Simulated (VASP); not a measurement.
# Ba (Pm-3m) in VASP: single point with PBEsol

Aim: the single point of Ba with PBEsol.

All numbers are computed with VASP 6.6.1; they aren't measurements. Logs are shortened: lines on timing, memory, paths and dates and some standing lists are left out, and cuts for length are marked.

## (1) The cell of the first run

It takes space group Pm-3m (No. 221, cubic). Conventional cell: a = 3.918 Å, b = 3.918 Å, c = 3.918 Å, α = 90.00°, β = 90.00°, γ = 90.00°. Ba (site symmetry m-3m) has 6 Ba at 3.92 Å within 5.1 Å.

This isn't the form of Ba at room conditions, which is bcc.

## (2) Single point, PBEsol

The input, INCAR:

```
SYSTEM = Ba
PREC = Accurate
ENCUT = 500
EDIFF = 1E-6
ISMEAR = -1
SIGMA = 0.1
LREAL = .FALSE.
LASPH = .TRUE.
NELM = 120
ALGO = Normal
ISIF = 2
LWAVE = .FALSE.
LCHARG = .FALSE.
GGA = PS
NBANDS = 11
GGA_COMPAT = .FALSE.
```

The input, KPOINTS:

```
regular mesh
0
G
  7 7 7
  0 0 0
```

The input, POSCAR:

```
Ba
1.0
    3.9177180000      0.0000000000      0.0000000000
    0.0000000000      3.9177180000      0.0000000000
    0.0000000000      0.0000000000      3.9177180000
Ba
1
Direct
    0.0000000000      0.0000000000      0.0000000000
```

Potentials or basis: VASP PAW PBE potentials, release 64 (Ba_sv).

Command:

```bash
> cat potpaw_PBE.64/Ba_sv/POTCAR > POTCAR
> mpirun -np 1 vasp_std > vasp.out
```

OUTCAR:

```text
SYSTEM = Ba
   PREC = Accurate
   ENCUT = 500
   EDIFF = 1E-6
   ISMEAR = -1
   LREAL = .FALSE.
   LASPH = .TRUE.
   NELM = 120
   ISIF = 2
   GGA = PS

 ion  position               nearest neighbor table
   1  0.000  0.000  0.000-

  LATTYP: Found a simple cubic cell.
 ALAT       =     3.9177180000

  Lattice vectors:

 A1 = (   3.9177180000,   0.0000000000,   0.0000000000)
 A2 = (   0.0000000000,   3.9177180000,   0.0000000000)
 A3 = (   0.0000000000,   0.0000000000,   3.9177180000)

Analysis of symmetry for initial positions (statically):
=====================================================================
 Subroutine PRICEL returns:
 Original cell was already a primitive cell.

 Routine SETGRP: Setting up the symmetry group for a
 simple cubic supercell.

 Subroutine GETGRP returns: Found 48 space group operations
 (whereof 48 operations were pure point group operations)
 out of a pool of 48 trial point group operations.

The static configuration has the point symmetry O_h .

Analysis of symmetry for dynamics (positions and initial velocities):
=====================================================================
 Subroutine PRICEL returns:
 Original cell was already a primitive cell.

 Routine SETGRP: Setting up the symmetry group for a
 simple cubic supercell.

 Subroutine GETGRP returns: Found 48 space group operations
 (whereof 48 operations were pure point group operations)
 out of a pool of 48 trial point group operations.

The dynamic configuration has the point symmetry O_h .

 Subroutine INISYM returns: Found 48 space group operations
 (whereof 48 operations are pure point group operations),
 and found     1 'primitive' translations

----------------------------------------------------------------------------------------

                                     Primitive cell

  volume of cell :      60.1312

  direct lattice vectors                    reciprocal lattice vectors
     3.917718000  0.000000000  0.000000000     0.255250633  0.000000000  0.000000000
     0.000000000  3.917718000  0.000000000     0.000000000  0.255250633  0.000000000
     0.000000000  0.000000000  3.917718000     0.000000000  0.000000000  0.255250633

  length of vectors
     3.917718000  3.917718000  3.917718000     0.255250633  0.255250633  0.255250633

  position of ions in fractional coordinates (direct lattice)
     0.000000000  0.000000000  0.000000000

  ion indices of the primitive-cell ions
   primitive index   ion index
                 1           1

----------------------------------------------------------------------------------------

 KPOINTS: regular mesh

Automatic generation of k-mesh.
 Grid dimensions read from file:
 generate k-points for:    7    7    7

 Generating k-lattice:

  Cartesian coordinates                     Fractional coordinates (reciprocal lattice)
     0.036464376  0.000000000  0.000000000     0.142857143  0.000000000  0.000000000
     0.000000000  0.036464376  0.000000000     0.000000000  0.142857143  0.000000000
     0.000000000  0.000000000  0.036464376     0.000000000  0.000000000  0.142857143

  Length of vectors
     0.036464376  0.036464376  0.036464376

  Shift w.r.t. Gamma in fractional coordinates (k-lattice)
     0.000000000  0.000000000  0.000000000

 Subroutine IBZKPT returns following result:
 ===========================================

 Found     20 irreducible k-points:

 Following reciprocal coordinates:
            Coordinates               Weight
  0.000000  0.000000  0.000000      1.000000
  0.142857  0.000000  0.000000      6.000000
  0.285714  0.000000  0.000000      6.000000
  0.428571  0.000000  0.000000      6.000000
  0.142857  0.142857  0.000000     12.000000
  0.285714  0.142857  0.000000     24.000000
[... 12 lines left out ...]
  0.428571  0.428571  0.285714     24.000000
  0.428571  0.428571  0.428571      8.000000
   k-points           NKPTS =     20   k-points in BZ     NKDIM =     20   number of bands    NBANDS=     11
   number of dos      NEDOS =    301   number of ions     NIONS =      1
   total plane-waves  NPLWV =  27000
   dimension x,y,z NGX =    30 NGY =   30 NGZ =   30
   dimension x,y,z NGXF=    60 NGYF=   60 NGZF=   60
   ions per type =               1
   NGX,Y,Z   is equivalent  to a cutoff of  12.73, 12.73, 12.73 a.u.
   NGXF,Y,Z  is equivalent  to a cutoff of  25.46, 25.46, 25.46 a.u.
 SYSTEM =  Ba
   PREC   = accura    normal or accurate (medium, high low for compatibility)
   ISTART =      0    job   : 0-new  1-cont  2-samecut
   ICHARG =      2    charge: 1-file 2-atom 10-const
   ISPIN  =      1    spin polarized calculation?
   LNONCOLLINEAR =      F non collinear calculations
   LSORBIT =      F    spin-orbit coupling
   LASPH  =      T    aspherical Exc in radial PAW
   ENCUT  =  500.0 eV  36.75 Ry    6.06 a.u.   7.14  7.14  7.14*2*pi/ulx,y,z
   NELM   =    120;   NELMIN=  2; NELMDL= -5     # of ELM steps
   EDIFF  = 0.1E-05   stopping-criterion for ELM
   LREAL  =      F    real-space projection
   EDIFFG = 0.1E-04   stopping-criterion for IOM
   NSW    =      0    number of steps for IOM
   IBRION =     -1    ionic relax: 0-MD 1-quasi-New 2-CG
   NFREE  =      0    steps in history (QN), initial steepest desc. (CG)
   ISIF   =      2    stress and relaxation
   ISYM   =      2    0-nonsym 1-usesym 2-fastsym
   POTIM  = 0.5000    time-step for ionic-motion
   TEBEG  =    0.0;   TEEND  =   0.0 temperature during run
   PSTRESS=    0.0 pullay stress
   NELECT =      10.0000    total number of electrons
   NUPDOWN=      -1.0000    fix difference up-down
   EMIN   =  10.00;   EMAX   =-10.00  energy-range for DOS
   EFERMI =   0.00;   METHOD = LEGACY
   ISMEAR =    -1;   SIGMA  =   0.10  broadening in eV -4-tet -1-fermi 0-gaus
   EFERMI_NEDOS =   21; number of points for ismear=-14 and -15
   IALGO  =     38    algorithm
   IMIX   =      4    mixing-type and parameters
     AMIX     =   0.40;   BMIX     =  1.00
     AMIX_MAG =   1.60;   BMIX_MAG =  1.00
  volume/ion in A,a.u.               =      60.13       405.79
  Fermi-wavevector in a.u.,A,eV,Ry     =   0.900275  1.701272 11.027445  0.810494
  Thomas-Fermi vector in A             =   2.023212
   LORBIT       =      0    0 simple, 1 ext, 2 COOP (PROOUT), +10 PAW based schemes
   GGA     = PS    functional components
   LHFCALC =     F    Hartree Fock is set to
   AEXX    =    0.0000 exact exchange contribution
   IVDW    =     0    specifies the selected vdW correction
   LEPSILON=     F    determine dielectric tensor
   LRPA    =     F    only Hartree local field effects (RPA)
 non-spin polarized calculation
  energy-cutoff  :      500.00
  volume of cell :       60.13
 maximum number of plane-waves:      1551
 NGX is ok and might be reduce to    30
   NGX = 15   NGY = 15   NGZ = 15

 number of electron      10.0000001 magnetization

 Free energy of the ion-electron system (eV)
  ---------------------------------------------------
  ext. energy  EPLUGINS =         0.00000000
  ---------------------------------------------------
  free energy    TOTEN  =        -1.86212798 eV

  energy without entropy =       -1.82709075  energy(sigma->0) =       -1.84460937

 E-fermi :   1.5980     XC(G=0):  -7.6426

 val. band max:        1.5035300322   @ k =   0.4286   0.4286   0.4286
 cond. band min:       1.6134470695   @ k =   0.0000   0.0000   0.0000
 fundamental gap:      0.1099170374
 Fermi energy:         1.5979898444

 k-point     1 :       0.0000    0.0000    0.0000
  band No.  band energies     occupation
      1     -27.4676      2.00000
      2     -12.2604      2.00000
      3     -12.2604      2.00000
      4     -12.2604      2.00000
      5      -0.9911      2.00000
      6       1.6134      0.92287
      7       1.6134      0.92287
      8       6.6362      0.00000
      9       6.6362      0.00000
     10       6.6362      0.00000
     11       9.3418      0.00000

 k-point     2 :       0.1429    0.0000    0.0000
  band No.  band energies     occupation
      1     -27.4554      2.00000
      2     -12.4184      2.00000
      3     -12.2469      2.00000
      4     -12.2469      2.00000
      5      -0.6880      2.00000
      6       1.7086      0.49705
      7       1.9369      0.06530
      8       5.9302      0.00000
      9       5.9302      0.00000
     10       6.6847      0.00000
     11       8.2678      0.00000

 k-point     3 :       0.2857    0.0000    0.0000
  band No.  band energies     occupation
      1     -27.4277      2.00000
      2     -12.7503      2.00000
      3     -12.2162      2.00000
      4     -12.2162      2.00000
      5       0.0176      2.00000
      6       1.9448      0.06047
      7       2.5729      0.00012
      8       4.9435      0.00000
      9       4.9435      0.00000
     10       6.7983      0.00000
     11       7.3448      0.00000

 k-point     4 :       0.4286    0.0000    0.0000
  band No.  band energies     occupation
      1     -27.4052      2.00000
      2     -12.9972      2.00000
      3     -12.1913      2.00000
      4     -12.1913      2.00000
      5       0.7482      1.99959
      6       2.1634      0.00698
      7       2.5710      0.00012
      8       4.3732      0.00000
      9       4.3732      0.00000
     10       6.8946      0.00000
     11       8.1504      0.00000
[... 183 lines left out ...]
 k-point    18 :       0.4286    0.2857    0.2857
  band No.  band energies     occupation
      1     -27.3282      2.00000
      2     -12.8655      2.00000
      3     -12.6093      2.00000
      4     -12.5896      2.00000
      5       1.3870      1.78373
      6       2.3653      0.00093
      7       2.6594      0.00005
      8       4.4720      0.00000
      9       4.7438      0.00000
     10       6.5382      0.00000
     11       8.1168      0.00000

 k-point    19 :       0.4286    0.4286    0.2857
  band No.  band energies     occupation
      1     -27.3068      2.00000
      2     -12.8311      2.00000
      3     -12.8270      2.00000
      4     -12.5679      2.00000
      5       1.2017      1.96270
      6       2.2428      0.00316
      7       2.3316      0.00130
      8       4.6415      0.00000
      9       6.6870      0.00000
     10       6.9962      0.00000
     11       7.1651      0.00000

 k-point    20 :       0.4286    0.4286    0.4286
  band No.  band energies     occupation
      1     -27.2856      2.00000
      2     -12.7976      2.00000
      3     -12.7920      2.00000
      4     -12.7920      2.00000
      5       1.5035      1.44006
      6       1.7197      0.45688
      7       1.7197      0.45688
      8       6.0852      0.00000
      9       6.9258      0.00000
     10       6.9258      0.00000
     11       7.5683      0.00000

------------------------ aborting loop because EDIFF is reached ----------------------------------------

  FORCE on cell =-STRESS in cart. coord.  units (eV):
  Direction    XX          YY          ZZ          XY          YZ          ZX
  --------------------------------------------------------------------------------------
  -------------------------------------------------------------------------------------
  Total       -0.1528942     -0.1528942     -0.1528942      0.0000000      0.0000000     -0.0000000
  in kB       -4.0738210     -4.0738210     -4.0738210      0.0000000      0.0000000     -0.0000000
  external PRESSURE =      -4.0738210 kB  Pullay stress =       0.0000000 kB

 VOLUME and BASIS-vectors are now :
 -----------------------------------------------------------------------------
  energy-cutoff  :      500.00
  volume of cell :       60.13
      direct lattice vectors                 reciprocal lattice vectors
     3.917718000  0.000000000  0.000000000     0.255250633  0.000000000  0.000000000
     0.000000000  3.917718000  0.000000000     0.000000000  0.255250633  0.000000000
     0.000000000  0.000000000  3.917718000     0.000000000  0.000000000  0.255250633

 POSITION                                       TOTAL-FORCE (eV/Angst)
 -----------------------------------------------------------------------------------
      0.00000      0.00000      0.00000         0.000000      0.000000      0.000000
 -----------------------------------------------------------------------------------
    total drift:                                0.000000      0.000000     -0.000000

  FREE ENERGIE OF THE ION-ELECTRON SYSTEM (eV)
  ---------------------------------------------------
  free  energy   TOTEN  =        -1.8621279826 eV

  energy  without entropy=       -1.8270907497  energy(sigma->0) =       -1.84460937
```

It took 11 s on 1 thread of Intel Xeon 8259CL, shared host; peak memory 0.17 GiB.

What came out:

```
Free energy : -1.8621 eV
Pressure    : -0.4 GPa
```

Levels at points of the mesh, in eV from the Fermi level:
```
           k point  band 3  band 4  band 5  band 6  band 7  band 8
(0.00, 0.00, 0.00)  -13.86  -13.86   -2.59    0.02    0.02    5.04
```

Caveat: the PAW data sets were made with another functional, which shifts forces and pressure a little; spin-orbit coupling is left out, which moves the levels of the heavy elements.
